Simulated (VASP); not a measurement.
# Cs (Fd-3m) in VASP: a series of runs

Runs on Cs. Level: LDA. Tasks: relaxation of cell and atoms.

Everything below comes from runs of VASP 6.6.1. Logs are shortened: lines on timing, memory, paths and dates and some standing lists are left out, and cuts for length are marked.

### 1 The cell of the first run

Symmetry: Fd-3m, No. 227, cubic system. Conventional cell: a = 10.510 Å, b = 10.510 Å, c = 10.510 Å, α = 90.00°, β = 90.00°, γ = 90.00°.

This isn't the form of Cs at room conditions, which is bcc.

### 2 Relaxation of cell and atoms, LDA

Contents of INCAR:

```
ALGO     = Normal         # electronic algorithm
EDIFF    = 1E-7           # SCF threshold, eV
EDIFFG   = -0.02          # ionic threshold
ENCUT    = 500            # plane-wave cutoff, eV
GGA_COMPAT= F            
IBRION   = 2              # ionic algorithm
ISIF     = 3              # what is computed and relaxed
ISMEAR   = 0              # smearing method
LASPH    = T              # aspherical terms in the spheres
LCHARG   = F              # write CHGCAR
LREAL    = F              # projectors in reciprocal space
LWAVE    = F              # write WAVECAR
NELM     = 120            # most SCF steps
NELMIN   = 4            
NSW      = 80             # ionic steps
PREC     = Accurate       # precision mode
SIGMA    = 0.05           # smearing width, eV
```

Contents of KPOINTS:

```
k-points
0
Gamma
  4 4 4
```

Contents of POSCAR:

```
Cs
1.0
    0.0000000000      5.2550000000      5.2550000000
    5.2550000000      0.0000000000      5.2550000000
    5.2550000000      5.2550000000      0.0000000000
Cs
2
Direct
    1.0000000000      1.0000000000      1.0000000000
    0.2500000000      0.2500000000      0.2500000000
```

Potentials or basis: VASP PAW LDA potentials, release 64 (Cs_sv).

Command:

```
$ cat potpaw_LDA.64/Cs_sv/POTCAR > POTCAR
$ mpirun -np 1 vasp_std > vasp.out
```

OUTCAR:

```text
EDIFF = 1E-7
   EDIFFG = -0.02
   ENCUT = 500
   IBRION = 2
   ISIF = 3
   ISMEAR = 0
   LASPH = T
   LREAL = F
   NELM = 120
   NELMIN = 4
   NSW = 80
   PREC = Accurate

 ion  position               nearest neighbor table
   1  0.000  0.000  0.000-
   2  0.250  0.250  0.250-

  LATTYP: Found a face centered cubic cell.
 ALAT       =    10.5100000000

  Lattice vectors:

 A1 = (   0.0000000000,   5.2550000000,   5.2550000000)
 A2 = (   5.2550000000,   0.0000000000,   5.2550000000)
 A3 = (   5.2550000000,   5.2550000000,   0.0000000000)

Analysis of symmetry for initial positions (statically):
=====================================================================
 Subroutine PRICEL returns:
 Original cell was already a primitive cell.

 Routine SETGRP: Setting up the symmetry group for a
 face centered cubic supercell.

 Subroutine GETGRP returns: Found 48 space group operations
 (whereof 24 operations were pure point group operations)
 out of a pool of 48 trial point group operations.

The static configuration has the point symmetry T_d .
 The point group associated with its full space group is O_h .

Analysis of symmetry for dynamics (positions and initial velocities):
=====================================================================
 Subroutine PRICEL returns:
 Original cell was already a primitive cell.

 Routine SETGRP: Setting up the symmetry group for a
 face centered cubic supercell.

 Subroutine GETGRP returns: Found 48 space group operations
 (whereof 24 operations were pure point group operations)
 out of a pool of 48 trial point group operations.

The dynamic configuration has the point symmetry T_d .
 The point group associated with its full space group is O_h .

 Subroutine INISYM returns: Found 48 space group operations
 (whereof 24 operations are pure point group operations),
 and found     1 'primitive' translations

----------------------------------------------------------------------------------------

                                     Primitive cell

  volume of cell :     290.2339

  direct lattice vectors                    reciprocal lattice vectors
     0.000000000  5.255000000  5.255000000    -0.095147479  0.095147479  0.095147479
     5.255000000  0.000000000  5.255000000     0.095147479 -0.095147479  0.095147479
     5.255000000  5.255000000  0.000000000     0.095147479  0.095147479 -0.095147479

  length of vectors
     7.431692270  7.431692270  7.431692270     0.164800267  0.164800267  0.164800267

  position of ions in fractional coordinates (direct lattice)
     0.000000000  0.000000000  0.000000000
     0.250000000  0.250000000  0.250000000

  ion indices of the primitive-cell ions
   primitive index   ion index
                 1           1
                 2           2

----------------------------------------------------------------------------------------

 KPOINTS: k-points

Automatic generation of k-mesh.
 Grid dimensions read from file:
 generate k-points for:    4    4    4

 Generating k-lattice:

  Cartesian coordinates                     Fractional coordinates (reciprocal lattice)
    -0.023786870  0.023786870  0.023786870     0.250000000  0.000000000  0.000000000
     0.023786870 -0.023786870  0.023786870     0.000000000  0.250000000  0.000000000
     0.023786870  0.023786870 -0.023786870     0.000000000  0.000000000  0.250000000

  Length of vectors
     0.041200067  0.041200067  0.041200067

  Shift w.r.t. Gamma in fractional coordinates (k-lattice)
     0.000000000  0.000000000  0.000000000

 Subroutine IBZKPT returns following result:
 ===========================================

 Found      8 irreducible k-points:

 Following reciprocal coordinates:
            Coordinates               Weight
  0.000000  0.000000  0.000000      1.000000
  0.250000  0.000000  0.000000      8.000000
  0.500000  0.000000  0.000000      4.000000
  0.250000  0.250000  0.000000      6.000000
  0.500000  0.250000  0.000000     24.000000
 -0.250000  0.250000  0.000000     12.000000
  0.500000  0.500000  0.000000      3.000000
 -0.250000  0.500000  0.250000      6.000000
   k-points           NKPTS =      8   k-points in BZ     NKDIM =      8   number of bands    NBANDS=     13
   number of dos      NEDOS =    301   number of ions     NIONS =      2
   total plane-waves  NPLWV = 157464
   dimension x,y,z NGX =    54 NGY =   54 NGZ =   54
   dimension x,y,z NGXF=   108 NGYF=  108 NGZF=  108
   ions per type =               2
   NGX,Y,Z   is equivalent  to a cutoff of  12.08, 12.08, 12.08 a.u.
   NGXF,Y,Z  is equivalent  to a cutoff of  24.16, 24.16, 24.16 a.u.
 SYSTEM =  unknown system
   PREC   = accura    normal or accurate (medium, high low for compatibility)
   ISTART =      0    job   : 0-new  1-cont  2-samecut
   ICHARG =      2    charge: 1-file 2-atom 10-const
   ISPIN  =      1    spin polarized calculation?
   LNONCOLLINEAR =      F non collinear calculations
   LSORBIT =      F    spin-orbit coupling
   LASPH  =      T    aspherical Exc in radial PAW
   ENCUT  =  500.0 eV  36.75 Ry    6.06 a.u.  13.55 13.55 13.55*2*pi/ulx,y,z
   NELM   =    120;   NELMIN=  4; NELMDL= -5     # of ELM steps
   EDIFF  = 0.1E-06   stopping-criterion for ELM
   LREAL  =      F    real-space projection
   EDIFFG = -.2E-01   stopping-criterion for IOM
   NSW    =     80    number of steps for IOM
   IBRION =      2    ionic relax: 0-MD 1-quasi-New 2-CG
   NFREE  =      1    steps in history (QN), initial steepest desc. (CG)
   ISIF   =      3    stress and relaxation
   ISYM   =      2    0-nonsym 1-usesym 2-fastsym
   POTIM  = 0.5000    time-step for ionic-motion
   TEBEG  =    0.0;   TEEND  =   0.0 temperature during run
   PSTRESS=    0.0 pullay stress
   NELECT =      18.0000    total number of electrons
   NUPDOWN=      -1.0000    fix difference up-down
   EMIN   =  10.00;   EMAX   =-10.00  energy-range for DOS
   EFERMI =   0.00;   METHOD = LEGACY
   ISMEAR =     0;   SIGMA  =   0.05  broadening in eV -4-tet -1-fermi 0-gaus
   EFERMI_NEDOS =   21; number of points for ismear=-14 and -15
   IALGO  =     38    algorithm
   IMIX   =      4    mixing-type and parameters
     AMIX     =   0.40;   BMIX     =  1.00
     AMIX_MAG =   1.60;   BMIX_MAG =  1.00
  volume/ion in A,a.u.               =     145.12       979.30
  Fermi-wavevector in a.u.,A,eV,Ry     =   0.648012  1.224565  5.713350  0.419919
  Thomas-Fermi vector in A             =   1.716506
   LORBIT       =      0    0 simple, 1 ext, 2 COOP (PROOUT), +10 PAW based schemes
   GGA     = CA    functional components
   LHFCALC =     F    Hartree Fock is set to
   AEXX    =    0.0000 exact exchange contribution
   IVDW    =     0    specifies the selected vdW correction
   LEPSILON=     F    determine dielectric tensor
   LRPA    =     F    only Hartree local field effects (RPA)
 conjugate gradient relaxation of ions
 non-spin polarized calculation
 Gauss-broadening in eV      SIGMA  =   0.05
  energy-cutoff  :      500.00
  volume of cell :      290.23
 maximum number of plane-waves:      7391
   NGX = 27   NGY = 27   NGZ = 27

--------------------------------------- Ionic step        1  -------------------------------------------

 number of electron      17.9999996 magnetization

 Free energy of the ion-electron system (eV)
  ---------------------------------------------------
  ext. energy  EPLUGINS =         0.00000000
  ---------------------------------------------------
  free energy    TOTEN  =        -1.40470496 eV

  energy without entropy =       -1.40208497  energy(sigma->0) =       -1.40339497

------------------------ aborting loop because EDIFF is reached ----------------------------------------

  FORCE on cell =-STRESS in cart. coord.  units (eV):
  Direction    XX          YY          ZZ          XY          YZ          ZX
  --------------------------------------------------------------------------------------
  -------------------------------------------------------------------------------------
  Total        0.0650290      0.0650290      0.0650290     -0.0000000      0.0000000      0.0000000
  in kB        0.3589792      0.3589792      0.3589792     -0.0000000      0.0000000      0.0000000
  external PRESSURE =       0.3589792 kB  Pullay stress =       0.0000000 kB

 VOLUME and BASIS-vectors are now :
 -----------------------------------------------------------------------------
  energy-cutoff  :      500.00
  volume of cell :      290.23
      direct lattice vectors                 reciprocal lattice vectors
     0.000000000  5.255000000  5.255000000    -0.095147479  0.095147479  0.095147479
     5.255000000  0.000000000  5.255000000     0.095147479 -0.095147479  0.095147479
     5.255000000  5.255000000  0.000000000     0.095147479  0.095147479 -0.095147479

 POSITION                                       TOTAL-FORCE (eV/Angst)
 -----------------------------------------------------------------------------------
      0.00000      0.00000      0.00000         0.000000      0.000000      0.000000
      2.62750      2.62750      2.62750        -0.000000     -0.000000     -0.000000
 -----------------------------------------------------------------------------------
    total drift:                                0.000000      0.000000     -0.000000

  FREE ENERGIE OF THE ION-ELECTRON SYSTEM (eV)
  ---------------------------------------------------
  free  energy   TOTEN  =        -1.4047049615 eV
[... 17 lines left out ...]
 VOLUME and BASIS-vectors are now :
 -----------------------------------------------------------------------------
  energy-cutoff  :      500.00
  volume of cell :      291.60
      direct lattice vectors                 reciprocal lattice vectors
    -0.000000000  5.263242913  5.263242913    -0.094998465  0.094998465  0.094998465
     5.263242913  0.000000000  5.263242913     0.094998465 -0.094998465  0.094998465
     5.263242913  5.263242913  0.000000000     0.094998465  0.094998465 -0.094998465

 POSITION                                       TOTAL-FORCE (eV/Angst)
 -----------------------------------------------------------------------------------
      0.00000      0.00000      0.00000        -0.000000     -0.000000     -0.000000
      2.63162      2.63162      2.63162         0.000000      0.000000      0.000000
 -----------------------------------------------------------------------------------
    total drift:                                0.000000      0.000000     -0.000000

  FREE ENERGIE OF THE ION-ELECTRON SYSTEM (eV)
  ---------------------------------------------------
  free  energy   TOTEN  =        -1.4049892440 eV

  energy  without entropy=       -1.4022504467  energy(sigma->0) =       -1.40361985

--------------------------------------- Ionic step        3  -------------------------------------------

 number of electron      17.9999999 magnetization

 Free energy of the ion-electron system (eV)
  ---------------------------------------------------
  ext. energy  EPLUGINS =         0.00000000
  ---------------------------------------------------
  free energy    TOTEN  =        -1.40564374 eV

  energy without entropy =       -1.40248985  energy(sigma->0) =       -1.40406680

 E-fermi :  -0.0463     XC(G=0):  -4.8386

 val. band max:       -0.0724038247   @ k =   0.5000   0.0000   0.0000
 cond. band min:       0.0203860552   @ k =  -0.2500   0.5000   0.2500
 fundamental gap:      0.0927898799
 Fermi energy:        -0.0462642778

 k-point     1 :       0.0000    0.0000    0.0000
  band No.  band energies     occupation
      1     -24.4489      2.00000
      2     -24.4075      2.00000
      3     -11.3257      2.00000
      4     -11.3257      2.00000
      5     -11.3257      2.00000
      6     -11.1414      2.00000
      7     -11.1414      2.00000
      8     -11.1414      2.00000
      9      -1.6596      2.00000
     10       1.0827      0.00000
     11       1.0827      0.00000
     12       1.2292      0.00000
     13       1.2292      0.00000

 k-point     2 :       0.2500    0.0000    0.0000
  band No.  band energies     occupation
      1     -24.4446      2.00000
      2     -24.4118      2.00000
      3     -11.3363      2.00000
      4     -11.3363      2.00000
      5     -11.3244      2.00000
      6     -11.1451      2.00000
      7     -11.1304      2.00000
      8     -11.1304      2.00000
      9      -1.3493      2.00000
     10       0.7485      0.00000
     11       0.9338      0.00000
     12       0.9338      0.00000
     13       1.2119      0.00000
[... 107 lines left out ...]
 VOLUME and BASIS-vectors are now :
 -----------------------------------------------------------------------------
  energy-cutoff  :      500.00
  volume of cell :      295.73
      direct lattice vectors                 reciprocal lattice vectors
    -0.000000000  5.287971652  5.287971652    -0.094554213  0.094554213  0.094554213
     5.287971652  0.000000000  5.287971652     0.094554213 -0.094554213  0.094554213
     5.287971652  5.287971652  0.000000000     0.094554213  0.094554213 -0.094554213

 POSITION                                       TOTAL-FORCE (eV/Angst)
 -----------------------------------------------------------------------------------
      0.00000      0.00000      0.00000        -0.000000     -0.000000     -0.000000
      2.64399      2.64399      2.64399         0.000000      0.000000      0.000000
 -----------------------------------------------------------------------------------
    total drift:                                0.000000      0.000000     -0.000000

  FREE ENERGIE OF THE ION-ELECTRON SYSTEM (eV)
  ---------------------------------------------------
  free  energy   TOTEN  =        -1.4056437408 eV

  energy  without entropy=       -1.4024898537  energy(sigma->0) =       -1.40406680

 reached required accuracy - stopping structural energy minimisation
```

It took 87 s on 1 thread of Intel Xeon Platinum 8259CL at 2.50GHz (Skylake/Cascade Lake), shared host; peak memory 0.3 GiB.

What came out:

```yaml
Free_energy: -1.4056 eV
Relaxed_volume: 147.87 Å³/atom
Relaxed_cell: a = 7.478 Å, b = 7.478 Å, c = 7.478 Å, α = 60.00°, β = 60.00°, γ = 60.00°
Space_group_after_relaxing_to_0.1_Å: Fd-3m (No. 227)
Energy_gained_by_relaxing: 0.5 meV/atom
Ionic_steps: 3
Pressure_after_relaxing: 0.0 GPa
Band_gap_on_the_k_mesh: zero (bands 9 and 10 overlap by 0.12 eV)
```

Step by step:
```tsv
step	energy change (eV)	largest force (eV/Å)	pressure (GPa)	volume (Å³)
1	0.0000	0.0000	0.04	290.23
2	-0.0003	0.0000	0.03	291.60
3	-0.0009	0.0000	0.02	295.73
```

Final structure:
```
CELL_PARAMETERS angstrom
0.00000 5.28797 5.28797
5.28797 0.00000 5.28797
5.28797 5.28797 0.00000
ATOMIC_POSITIONS crystal
Cs 0.00000 0.00000 0.00000
Cs 0.25000 0.25000 0.25000
```

Caveat: spin-orbit coupling is left out, which moves the levels of the heavy elements.

(Continued in part 2 of 2.)
